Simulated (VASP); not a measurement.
**Al: relaxation of cell and atoms with PBE**

The system is Al.

```xyz
1
Lattice="2.0316 0.0000 0.0000 0.0000 2.0316 0.0000 0.0000 0.0000 2.0316" Properties=species:S:1:pos:R:3 pbc="T T T"
Al    0.0000    0.0000    0.0000
```

This isn't the form of Al at room conditions, which is fcc.

```json
{"Program": "VASP 6.6.1", "Task": "relaxation of cell and atoms", "Functional": "PBE", "Potentials or basis": "VASP PAW PBE potentials, release 64 (Al)", "Cutoff": "600 eV", "k mesh": "18 × 18 × 18", "Occupations": "fermi-dirac, width 0.08 eV", "Spin": "no spin polarisation", "Target pressure": "230 GPa", "Dipole correction": "no", "Further INCAR settings": "ALGO = Normal; EDIFF = 1e-07; IBRION = 2; EDIFFG = -0.005; NSW = 60; ISIF = 3"}
```

- Relaxed volume: 8.95 Å³/atom
- Relaxed cell: a = 2.076 Å, b = 2.076 Å, c = 2.076 Å, α = 90.00°, β = 90.00°, γ = 90.00°
- Space group after relaxing (to 0.1 Å): Pm-3m (No. 221)
- Energy change on relaxing (the run minimises the enthalpy): -887.8 meV/atom
- Ionic steps: 16
- Pressure after relaxing: 230.0 GPa
- Band gap on the k mesh: zero (an odd number of electrons rules out a gap without spin polarisation)

Step by step:
| step | energy change (eV) | largest force (eV/Å) | pressure (GPa) | volume (Å³) |
| --- | --- | --- | --- | --- |
| 1 | 0.0000 | 0.0000 | 279.14 | 8.39 |
| 2 | -3.6063 | 0.0000 | 87.89 | 11.91 |
| 3 | -1.0116 | 0.0000 | 223.29 | 9.03 |
| 4 | -0.8914 | 0.0000 | 229.80 | 8.95 |
| 5 | -0.8749 | 0.0000 | 230.70 | 8.94 |
| 6 | -0.8758 | 0.0000 | 230.65 | 8.94 |
| 7 | -0.8786 | 0.0000 | 230.50 | 8.94 |
| 8 | -0.8786 | 0.0000 | 230.50 | 8.94 |
| 9 | -0.8787 | 0.0000 | 230.49 | 8.94 |
| 10 | -0.8789 | 0.0000 | 230.48 | 8.94 |
| 11 | -0.8793 | 0.0000 | 230.46 | 8.94 |
| 12 | -0.8800 | 0.0000 | 230.42 | 8.94 |
| 13 | -0.8815 | 0.0000 | 230.34 | 8.94 |
| 14 | -0.8845 | 0.0000 | 230.18 | 8.94 |
| 15 | -0.8905 | 0.0000 | 229.85 | 8.95 |
| 16 | -0.8878 | 0.0000 | 230.00 | 8.95 |

Final structure:
```cif
data_structure
_symmetry_space_group_name_H-M 'P 1'
_symmetry_Int_Tables_number 1
_cell_length_a 2.0759
_cell_length_b 2.0759
_cell_length_c 2.0759
_cell_angle_alpha 90.000
_cell_angle_beta 90.000
_cell_angle_gamma 90.000
_cell_volume 8.95
loop_
_atom_site_label
_atom_site_type_symbol
_atom_site_fract_x
_atom_site_fract_y
_atom_site_fract_z
_atom_site_occupancy
Al1 Al 0.00000 0.00000 0.00000 1
```

Levels at points of the mesh, in eV from the Fermi level:
```csv
k point,band 1,band 2,band 3,band 4,band 5
"(0.00, 0.00, 0.00)",-15.66,9.86,9.86,17.03,17.03
"(0.50, 0.00, 0.00)",-8.18,-6.71,14.62,20.49,20.49
"(0.50, 0.50, 0.00)",-0.86,-0.65,-0.65,3.64,25.37
"(0.50, 0.50, 0.50)",5.24,5.24,5.24,7.13,7.13
```

It took 36 s on 1 thread of Intel Xeon 8259CL, on a shared host, peak memory 0.12 GiB.

Caveat: the cell is relaxed towards a set pressure, so the run minimises the enthalpy, not the energy.
